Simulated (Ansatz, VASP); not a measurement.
## Two plane-wave programs on MgCd3O4

INCAR

```
SYSTEM = MgCd3O4
PREC = Accurate
ENCUT = 520
EDIFF = 1E-7
ISMEAR = 0
SIGMA = 0.2
LREAL = .False.
LASPH = .True.
NELM = 80
ALGO = Normal
ISIF = 2
LWAVE = .False.
LCHARG = .True.
GGA = PE
LELF = .True.
LVHAR = .True.
NBANDS = 41
```

The input KPOINTS:

```
Automatic mesh
0
Gamma
  6 6 4
  0 0 0
```

POSCAR

```
MgCd3O4
1.0
    3.2758851000      0.0000000000      0.0000000000
    0.0000000000      4.6667382000      0.0000000000
    0.0000000000      0.0000000000      6.6427252000
Mg Cd O
1 3 4
Direct
    0.0000000000      0.0000000000      0.0000000000
    0.5000000000      0.5000000000      0.2444540000
    0.0000000000      0.0000000000      0.5000000000
    0.5000000000      0.5000000000      0.7555460000
    0.0000000000      0.5000000000      0.0000000000
    0.5000000000      0.0000000000      0.2237180000
    0.0000000000      0.5000000000      0.5000000000
    0.5000000000      0.0000000000      0.7762820000
```

Input for Ansatz:

```yaml
crystal:
  lattice:
    - [3.2758851, 0.0, 0.0]
    - [0.0, 4.6667382, 0.0]
    - [0.0, 0.0, 6.6427252]
  atoms:
    - { symbol: Mg, position: [0.0, 0.0, 0.0] }
    - { symbol: Cd, position: [0.5, 0.5, 0.244454] }
    - { symbol: Cd, position: [0.0, 0.0, 0.5] }
    - { symbol: Cd, position: [0.5, 0.5, 0.755546] }
    - { symbol: O, position: [0.0, 0.5, 0.0] }
    - { symbol: O, position: [0.5, 0.0, 0.223718] }
    - { symbol: O, position: [0.0, 0.5, 0.5] }
    - { symbol: O, position: [0.5, 0.0, 0.776282] }
basis:
  ecutwfc: 420
kpoints:
  mp_grid: { grid: [6, 6, 4] }
hamiltonian:
  xc: pbe
scf:
  occupations: { method: gaussian, width: 0.2 }
  lower_state_search: "off"
output:
  forces: true
  stress: true
  eigenvalues: true
```

Alike in both runs: task single point; functional PBE; k mesh 6 × 6 × 4; occupations gaussian, width 0.2 eV; no spin polarisation.

```csv
,VASP,Ansatz
version,VASP 6.6.1,Ansatz 0.2.0
potentials or method,"VASP PAW PBE potentials, release 64 (Mg, Cd, O), cutoff 520 eV","scalar-relativistic, plane waves, PAW"
valence electrons in the cell,62,94
```

Ansatz gave:

```
gap on the k mesh at the Fermi level (eV)                     : none
pressure (GPa)                                                : 0.0
traceless stress, the component that is largest in VASP (GPa) : 0.02
rms of the force components (eV/Å)                            : 0.002
```

Problem. Which values does VASP return?

Solution. gap on the k mesh at the Fermi level (eV): none; pressure (GPa): 1.0; traceless stress, the component that is largest in VASP (GPa): 0.11; rms of the force components (eV/Å): 0.020.

Atom by atom the forces differ by 0.019 eV/Å (rms over components). A gap of «none» marks a metal or a gap that the smearing closes. With one functional, cell and mesh, what is left measures potentials, basis and numerics. VASP's potentials hold 62 valence electrons a cell and Ansatz's 94, so a difference there can come from the potentials and not from the codes.
